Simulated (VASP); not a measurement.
Input of a VASP 6.6.1 run:

The input INCAR:

```
PREC = Accurate
ENCUT = 520
EDIFF = 1E-8
ISMEAR = 0
SIGMA = 0.01
LREAL = False
LASPH = True
NELM = 60
ALGO = Normal
ISIF = 2
LWAVE = False
LCHARG = False
GGA = PE
NBANDS = 11
IBRION = 8
NSW = 1
LEPSILON = True
```

Contents of KPOINTS:

```
regular mesh
0
Gamma
  10 10 10
```

POSCAR

```
MgO
1.0
    0.0000000000      2.1268522623      2.1268522623
    2.1268522623      0.0000000000      2.1268522623
    2.1268522623      2.1268522623      0.0000000000
Mg O
1 1
Direct
    0.0000000000      0.0000000000      0.0000000000
    0.5000000000      0.5000000000      0.5000000000
```

Potentials or basis: VASP PAW PBE potentials, release 64 (Mg, O).

Launch:

```console
$ cat potpaw_PBE.64/Mg/POTCAR potpaw_PBE.64/O/POTCAR > POTCAR
$ mpirun -np 1 vasp_std > vasp.out
```

Q: Estimate the electronic dielectric tensor (diagonal).

A: 3.17.

Q: Estimate the Born charges (mean of the diagonal).

A: Mg +1.98; O -1.98 e.

Q: Predict the highest phonon frequency at Γ, LO-TO splitting left out.

A: 368 cm⁻¹.

Born effective charge tensors (e):
atom 1, Mg
```
1.98 0.00 0.00
0.00 1.98 0.00
0.00 0.00 1.98
```
atom 2, O
```
-1.98  0.00  0.00
 0.00 -1.98  0.00
 0.00  0.00 -1.98
```
